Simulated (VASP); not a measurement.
Here is a VASP 6.6.1 calculation.

The input INCAR:

```
ALGO     = Normal         # electronic algorithm
EDIFF    = 1E-6           # SCF threshold, eV
ENCUT    = 600            # plane-wave cutoff, eV
GGA      = PE             # functional
GGA_COMPAT= F            
ISIF     = 2              # what is computed and relaxed
ISMEAR   = -1             # smearing method
LASPH    = T              # aspherical terms in the spheres
LCHARG   = T              # write CHGCAR
LELF     = T              # ELF
LREAL    = F              # projectors in reciprocal space
LVHAR    = T            
LWAVE    = F              # write WAVECAR
NBANDS   = 42             # bands
NELM     = 120            # most SCF steps
PREC     = Accurate       # precision mode
SIGMA    = 0.05           # smearing width, eV
```

KPOINTS

```
k-points
0
Gamma
  12 12 4
```

File POSCAR:

```
Co
1.0
    2.4705617809      0.0000000000      0.0000000000
   -1.2352808905      2.1395692639      0.0000000000
    0.0000000000      0.0000000000      8.0882338000
Co
4
Direct
    0.6666666667      0.3333333333      0.7500000000
    0.0000000000      0.0000000000      0.5000000000
    0.3333333333      0.6666666667      0.2500000000
    0.0000000000      0.0000000000      0.0000000000
```

Potentials or basis: VASP PAW PBE potentials, release 64 (Co_sv).

Launch:

```console
$ cat potpaw_PBE.64/Co_sv/POTCAR > POTCAR
$ mpirun -np 1 vasp_std > vasp.out
```

**Question.** What does it give for the band gap on the k mesh?

**Answer.** Zero (band 34 reaches 12.60 eV, above the bottom of band 35 at 11.47 eV).

**Question.** What does it give for the pressure?

**Answer.** -12.0 GPa.

Stress tensor (GPa, compression positive):
```
-11.53   0.00   0.00
  0.00 -11.53   0.00
  0.00   0.00 -13.07
```

Caveat: the run has no spin polarisation, though such a crystal can be magnetic. Spin polarisation is off, so any magnetic state and its effect on volume and gap are missing.
